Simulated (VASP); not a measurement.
# Mo (Im-3m) in VASP: a series of runs

Runs on Mo. Level: PBE. Tasks: single point.

Everything below comes from runs of VASP 6.6.1. Logs are shortened: lines on timing, memory, paths and dates and some standing lists are left out, and cuts for length are marked.

**1. The cell of the first run**

Symmetry: Im-3m, No. 229, cubic system. The conventional cell has a = 3.118 Å, b = 3.118 Å, c = 3.118 Å, α = 90.00°, β = 90.00°, γ = 90.00°. Mo (site symmetry m-3m) has 14 Mo at 2.70 to 3.12 Å within 3.6 Å.

**2. Single point, PBE**

Input file INCAR:

```
ALGO = Normal
EDIFF = 1E-6
ENCUT = 500
GGA = PE
GGA_COMPAT = False
ISIF = 2
ISMEAR = -1
LASPH = True
LCHARG = False
LREAL = False
LWAVE = False
NBANDS = 13
NELM = 120
PREC = Accurate
SIGMA = 0.06122561905347299
```

Input file KPOINTS:

```
k-points
0
Gamma
  48 48 48
```

Input file POSCAR:

```
Mo
1.0
   -1.5591773749      1.5591773749      1.5591773749
    1.5591773749     -1.5591773749      1.5591773749
    1.5591773749      1.5591773749     -1.5591773749
Mo
1
Direct
    0.0000000000      0.0000000000      0.0000000000
```

Potentials or basis: VASP PAW PBE potentials, release 64 (Mo_sv).

The run is started by

```bash
$ cat potpaw_PBE.64/Mo_sv/POTCAR > POTCAR
$ mpirun -np 1 vasp_std > vasp.out
```

OUTCAR:

```text
EDIFF = 1E-6
   ENCUT = 500
   GGA = PE
   ISIF = 2
   ISMEAR = -1
   LASPH = True
   LREAL = False
   NELM = 120
   PREC = Accurate

 ion  position               nearest neighbor table
   1  0.000  0.000  0.000-

  LATTYP: Found a body centered cubic cell.
 ALAT       =     3.1183547498

  Lattice vectors:

 A1 = (  -1.5591773749,   1.5591773749,   1.5591773749)
 A2 = (   1.5591773749,  -1.5591773749,   1.5591773749)
 A3 = (   1.5591773749,   1.5591773749,  -1.5591773749)

Analysis of symmetry for initial positions (statically):
=====================================================================
 Subroutine PRICEL returns:
 Original cell was already a primitive cell.

 Routine SETGRP: Setting up the symmetry group for a
 body centered cubic supercell.

 Subroutine GETGRP returns: Found 48 space group operations
 (whereof 48 operations were pure point group operations)
 out of a pool of 48 trial point group operations.

The static configuration has the point symmetry O_h .

Analysis of symmetry for dynamics (positions and initial velocities):
=====================================================================
 Subroutine PRICEL returns:
 Original cell was already a primitive cell.

 Routine SETGRP: Setting up the symmetry group for a
 body centered cubic supercell.

 Subroutine GETGRP returns: Found 48 space group operations
 (whereof 48 operations were pure point group operations)
 out of a pool of 48 trial point group operations.

The dynamic configuration has the point symmetry O_h .

 Subroutine INISYM returns: Found 48 space group operations
 (whereof 48 operations are pure point group operations),
 and found     1 'primitive' translations

----------------------------------------------------------------------------------------

                                     Primitive cell

  volume of cell :      15.1617

  direct lattice vectors                    reciprocal lattice vectors
    -1.559177375  1.559177375  1.559177375     0.000000000  0.320681924  0.320681924
     1.559177375 -1.559177375  1.559177375     0.320681924  0.000000000  0.320681924
     1.559177375  1.559177375 -1.559177375     0.320681924  0.320681924  0.000000000

  length of vectors
     2.700574431  2.700574431  2.700574431     0.453512726  0.453512726  0.453512726

  position of ions in fractional coordinates (direct lattice)
     0.000000000  0.000000000  0.000000000

  ion indices of the primitive-cell ions
   primitive index   ion index
                 1           1

----------------------------------------------------------------------------------------

 KPOINTS: k-points

Automatic generation of k-mesh.
 Grid dimensions read from file:
 generate k-points for:   48   48   48

 Generating k-lattice:

  Cartesian coordinates                     Fractional coordinates (reciprocal lattice)
     0.000000000  0.006680873  0.006680873     0.020833333  0.000000000  0.000000000
     0.006680873  0.000000000  0.006680873     0.000000000  0.020833333  0.000000000
     0.006680873  0.006680873  0.000000000     0.000000000  0.000000000  0.020833333

  Length of vectors
     0.009448182  0.009448182  0.009448182

  Shift w.r.t. Gamma in fractional coordinates (k-lattice)
     0.000000000  0.000000000  0.000000000

 Subroutine IBZKPT returns following result:
 ===========================================

 Found   2769 irreducible k-points:

 Following reciprocal coordinates:
            Coordinates               Weight
  0.000000  0.000000  0.000000      1.000000
  0.020833  0.000000  0.000000     12.000000
  0.041667  0.000000  0.000000     12.000000
  0.062500  0.000000  0.000000     12.000000
  0.083333  0.000000  0.000000     12.000000
  0.104167  0.000000  0.000000     12.000000
[... 16 lines left out ...]
  0.458333  0.000000  0.000000     12.000000
  0.479167  0.000000  0.000000     12.000000
 [... further k-points ...]
   k-points           NKPTS =   2769   k-points in BZ     NKDIM =   2769   number of bands    NBANDS=     13
   number of dos      NEDOS =    301   number of ions     NIONS =      1
   total plane-waves  NPLWV =   8000
   dimension x,y,z NGX =    20 NGY =   20 NGZ =   20
   dimension x,y,z NGXF=    40 NGYF=   40 NGZF=   40
   ions per type =               1
   NGX,Y,Z   is equivalent  to a cutoff of  12.31, 12.31, 12.31 a.u.
   NGXF,Y,Z  is equivalent  to a cutoff of  24.62, 24.62, 24.62 a.u.
 SYSTEM =  unknown system
   PREC   = accura    normal or accurate (medium, high low for compatibility)
   ISTART =      0    job   : 0-new  1-cont  2-samecut
   ICHARG =      2    charge: 1-file 2-atom 10-const
   ISPIN  =      1    spin polarized calculation?
   LNONCOLLINEAR =      F non collinear calculations
   LSORBIT =      F    spin-orbit coupling
   LASPH  =      T    aspherical Exc in radial PAW
   ENCUT  =  500.0 eV  36.75 Ry    6.06 a.u.   4.92  4.92  4.92*2*pi/ulx,y,z
   NELM   =    120;   NELMIN=  2; NELMDL= -5     # of ELM steps
   EDIFF  = 0.1E-05   stopping-criterion for ELM
   LREAL  =      F    real-space projection
   EDIFFG = 0.1E-04   stopping-criterion for IOM
   NSW    =      0    number of steps for IOM
   IBRION =     -1    ionic relax: 0-MD 1-quasi-New 2-CG
   NFREE  =      0    steps in history (QN), initial steepest desc. (CG)
   ISIF   =      2    stress and relaxation
   ISYM   =      2    0-nonsym 1-usesym 2-fastsym
   POTIM  = 0.5000    time-step for ionic-motion
   TEBEG  =    0.0;   TEEND  =   0.0 temperature during run
   PSTRESS=    0.0 pullay stress
   NELECT =      14.0000    total number of electrons
   NUPDOWN=      -1.0000    fix difference up-down
   EMIN   =  10.00;   EMAX   =-10.00  energy-range for DOS
   EFERMI =   0.00;   METHOD = LEGACY
   ISMEAR =    -1;   SIGMA  =   0.06  broadening in eV -4-tet -1-fermi 0-gaus
   EFERMI_NEDOS =   21; number of points for ismear=-14 and -15
   IALGO  =     38    algorithm
   IMIX   =      4    mixing-type and parameters
     AMIX     =   0.40;   BMIX     =  1.00
     AMIX_MAG =   1.60;   BMIX_MAG =  1.00
  volume/ion in A,a.u.               =      15.16       102.32
  Fermi-wavevector in a.u.,A,eV,Ry     =   1.594173  3.012549 34.577657  2.541386
  Thomas-Fermi vector in A             =   2.692288
   LORBIT       =      0    0 simple, 1 ext, 2 COOP (PROOUT), +10 PAW based schemes
   GGA     = PE    functional components
   LHFCALC =     F    Hartree Fock is set to
   AEXX    =    0.0000 exact exchange contribution
   IVDW    =     0    specifies the selected vdW correction
   LEPSILON=     F    determine dielectric tensor
   LRPA    =     F    only Hartree local field effects (RPA)
 non-spin polarized calculation
  energy-cutoff  :      500.00
  volume of cell :       15.16
 maximum number of plane-waves:       402
   NGX =  9   NGY =  9   NGZ =  9

 number of electron      13.9999997 magnetization

 Free energy of the ion-electron system (eV)
  ---------------------------------------------------
  ext. energy  EPLUGINS =         0.00000000
  ---------------------------------------------------
  free energy    TOTEN  =       -10.91515939 eV

  energy without entropy =      -10.90780251  energy(sigma->0) =      -10.91148095

 E-fermi :  13.1116     XC(G=0): -13.5637

 val. band max:       13.1111238117   @ k =  -0.1875   0.2083   0.1667
 cond. band min:      13.1116720087   @ k =  -0.3958   0.4167   0.0417
 fundamental gap:      0.0005481971
 Fermi energy:        13.1116108974

 k-point     1 :       0.0000    0.0000    0.0000
  band No.  band energies     occupation
      1     -48.1954      2.00000
      2     -21.3876      2.00000
      3     -21.3876      2.00000
      4     -21.3876      2.00000
      5       5.7578      2.00000
      6      11.6672      2.00000
      7      11.6672      2.00000
      8      11.6672      2.00000
      9      14.8082      0.00000
     10      14.8082      0.00000
     11      27.9679      0.00000
     12      27.9679      0.00000
     13      27.9679      0.00000

 k-point     2 :       0.0208    0.0000    0.0000
  band No.  band energies     occupation
      1     -48.1942      2.00000
      2     -21.3947      2.00000
      3     -21.3897      2.00000
      4     -21.3876      2.00000
      5       5.7780      2.00000
      6      11.6555      2.00000
      7      11.6656      2.00000
      8      11.6860      2.00000
      9      14.7896      0.00000
     10      14.8083      0.00000
     11      27.9839      0.00000
     12      28.0018      0.00000
     13      28.0108      0.00000

 k-point     3 :       0.0417    0.0000    0.0000
  band No.  band energies     occupation
      1     -48.1904      2.00000
      2     -21.4159      2.00000
      3     -21.3962      2.00000
      4     -21.3878      2.00000
      5       5.8382      2.00000
      6      11.6209      2.00000
      7      11.6603      2.00000
      8      11.7425      2.00000
      9      14.7364      0.00000
     10      14.8089      0.00000
     11      28.0310      0.00000
     12      28.1032      0.00000
     13      28.1366      0.00000
[... 305 lines left out ...]
 k-point    23 :       0.4583    0.0000    0.0000
  band No.  band energies     occupation
      1     -47.9010      2.00000
      2     -22.9041      2.00000
      3     -21.8679      2.00000
      4     -21.4017      2.00000
      5       7.6127      2.00000
      6       9.5702      2.00000
      7      14.4840      0.00000
      8      14.9769      0.00000
      9      15.4834      0.00000
     10      17.8685      0.00000
     11      25.2266      0.00000
     12      25.4412      0.00000
     13      31.1206      0.00000

 k-point    24 :       0.4792    0.0000    0.0000
  band No.  band energies     occupation
      1     -47.8971      2.00000
      2     -22.9225      2.00000
      3     -21.8738      2.00000
      4     -21.4019      2.00000
      5       7.5886      2.00000
      6       9.5483      2.00000
      7      14.6963      0.00000
      8      14.9378      0.00000
      9      15.5034      0.00000
     10      18.0061      0.00000
     11      25.1420      0.00000
     12      25.2753      0.00000
     13      30.9094      0.00000

 [... further k-points ...]

------------------------ aborting loop because EDIFF is reached ----------------------------------------

  FORCE on cell =-STRESS in cart. coord.  units (eV):
  Direction    XX          YY          ZZ          XY          YZ          ZX
  --------------------------------------------------------------------------------------
  -------------------------------------------------------------------------------------
  Total        1.1462475      1.1462475      1.1462475     -0.0000000      0.0000000      0.0000000
  in kB      121.1274079    121.1274079    121.1274079     -0.0000000      0.0000000      0.0000000
  external PRESSURE =     121.1274079 kB  Pullay stress =       0.0000000 kB

 VOLUME and BASIS-vectors are now :
 -----------------------------------------------------------------------------
  energy-cutoff  :      500.00
  volume of cell :       15.16
      direct lattice vectors                 reciprocal lattice vectors
    -1.559177375  1.559177375  1.559177375     0.000000000  0.320681924  0.320681924
     1.559177375 -1.559177375  1.559177375     0.320681924  0.000000000  0.320681924
     1.559177375  1.559177375 -1.559177375     0.320681924  0.320681924  0.000000000

 POSITION                                       TOTAL-FORCE (eV/Angst)
 -----------------------------------------------------------------------------------
      0.00000      0.00000      0.00000         0.000000      0.000000     -0.000000
 -----------------------------------------------------------------------------------
    total drift:                                0.000000     -0.000000      0.000000

  FREE ENERGIE OF THE ION-ELECTRON SYSTEM (eV)
  ---------------------------------------------------
  free  energy   TOTEN  =       -10.9151593864 eV

  energy  without entropy=      -10.9078025114  energy(sigma->0) =      -10.91148095
```

It took 5.3 min on 1 thread of Intel Xeon 8259CL, shared host; peak memory 0.55 GiB.

What came out:

- Free energy: -10.9152 eV
- Pressure: 12.1 GPa
- Band gap on the k mesh: zero (bands 7 and 8 overlap by 5.58 eV)

Levels at points of the mesh, in eV from the Fermi level:
| k point | band 5 | band 6 | band 7 | band 8 | band 9 | band 10 |
| --- | --- | --- | --- | --- | --- | --- |
| (0.00, 0.00, 0.00) | -7.35 | -1.44 | -1.44 | -1.44 | 1.70 | 1.70 |
| (0.50, 0.00, 0.00) | -5.53 | -3.57 | 1.73 | 1.74 | 2.40 | 4.94 |
| (0.50, 0.50, 0.50) | -5.70 | -5.70 | 4.14 | 4.14 | 4.14 | 9.29 |

Caveat: the cell stands under pressure.

**3. Single point, PBE**

This run uses another cell than the first one, of 16.43 Å³/atom.

Input file INCAR:

```
SYSTEM = Mo
  ALGO = Normal
  EDIFF = 1E-6
  ENCUT = 500
  GGA = PE
  GGA_COMPAT = .FALSE.
  ISIF = 2
  ISMEAR = -1
  LASPH = .TRUE.
  LCHARG = .TRUE.
  LELF = .TRUE.
  LREAL = .FALSE.
  LVHAR = .TRUE.
  LWAVE = .FALSE.
  NBANDS = 13
  NELM = 120
  PREC = Accurate
  SIGMA = 0.06122561905347299
```

Input file KPOINTS:

```
k-points
0
G
  48 48 48
  0 0 0
```

Input file POSCAR:

```
Mo
1.0
   -1.6013375696      1.6013375696      1.6013375696
    1.6013375696     -1.6013375696      1.6013375696
    1.6013375696      1.6013375696     -1.6013375696
Mo
1
Direct
    0.0000000000      0.0000000000      0.0000000000
```

Potentials or basis: VASP PAW PBE potentials, release 64 (Mo_sv).

The run is started by

```bash
$ cat potpaw_PBE.64/Mo_sv/POTCAR > POTCAR
$ mpirun -np 1 vasp_std > vasp.out
```

It took 7.2 min on 1 thread of Intel Xeon 8259CL, shared host; peak memory 0.58 GiB.

It converged, with:

| Quantity | Value |
| --- | --- |
| Free energy | -10.9222 eV |
| Pressure | -8.9 GPa |
| Band gap on the k mesh | zero (bands 7 and 8 overlap by 4.98 eV) |

Levels at points of the mesh, in eV from the Fermi level:
```csv
k point,band 3,band 4,band 5,band 6,band 7,band 8,band 9,band 10,band 11,band 12
"(0.00, 0.00, 0.00)",-34.66,-34.66,-7.07,-1.28,-1.28,-1.28,1.57,1.57,14.75,14.75
"(0.50, 0.00, 0.00)",-35.04,-34.67,-5.04,-3.18,1.45,1.57,2.16,4.40,10.90,11.85
"(0.50, 0.50, 0.50)",-35.49,-35.49,-5.07,-5.07,3.70,3.70,3.70,8.69,8.69,8.69
```

Caveat: the cell stands under tension.

**4. Single point, PBE**

This run uses another cell than the first one, of 16.74 Å³/atom.

Input file INCAR:

```
SYSTEM = Mo
ALGO = Normal
EDIFF = 1E-6
ENCUT = 500
GGA = PE
GGA_COMPAT = .FALSE.
ISIF = 2
ISMEAR = -1
LASPH = .TRUE.
LCHARG = .FALSE.
LREAL = .FALSE.
LWAVE = .FALSE.
NBANDS = 13
NELM = 120
PREC = Accurate
SIGMA = 0.06122561905347299
```

KPOINTS is that of step 3.

Input file POSCAR:

```
Mo
1.0
   -1.6115374469      1.6115374469      1.6115374469
    1.6115374469     -1.6115374469      1.6115374469
    1.6115374469      1.6115374469     -1.6115374469
Mo
1
Direct
    0.0000000000      0.0000000000      0.0000000000
```

The run is started by

```bash
$ cat potpaw_PBE.64/Mo_sv/POTCAR > POTCAR
$ mpirun -np 1 vasp_std > vasp.out
```

It took 6.3 min on 1 thread of Intel Xeon 8259CL, shared host; peak memory 0.59 GiB.

It converged, with:

| Item | Value |
| --- | --- |
| Free energy | -10.9006 eV |
| Pressure | -13.0 GPa |
| Band gap on the k mesh | zero (bands 7 and 8 overlap by 4.84 eV) |

Levels at points of the mesh, in eV from the Fermi level:
```tsv
k point	band 3	band 4	band 5	band 6	band 7	band 8	band 9	band 10	band 11	band 12
(0.00, 0.00, 0.00)	-34.70	-34.70	-7.00	-1.24	-1.24	-1.24	1.53	1.53	14.71	14.71
(0.50, 0.00, 0.00)	-35.06	-34.70	-4.93	-3.10	1.39	1.53	2.10	4.28	10.62	11.81
(0.50, 0.50, 0.50)	-35.48	-35.48	-4.94	-4.94	3.60	3.60	3.60	8.55	8.55	8.55
```

Caveat: the cell stands under tension.

**5. Summary**

| cell | gap on the mesh (eV) | pressure (GPa) |
| --- | --- | --- |
| a = 2.701 Å, angles 109.5°, 1 atom | none | 12.1 |
| a = 2.774 Å, angles 109.5°, 1 atom | none | -8.9 |
| a = 2.791 Å, angles 109.5°, 1 atom | none | -13.0 |

Alike in all rows: task single point; level PBE; potentials or basis VASP PAW PBE potentials, release 64 (Mo_sv); no spin polarisation; k mesh 48 × 48 × 48; cutoff (eV) 500; smearing fermi-dirac 0.0612256 eV.

Caveats: the cell stands under tension (at least some runs); the cell stands under pressure (at least some runs).

Absolute energies hang on the potentials; compare differences alone.
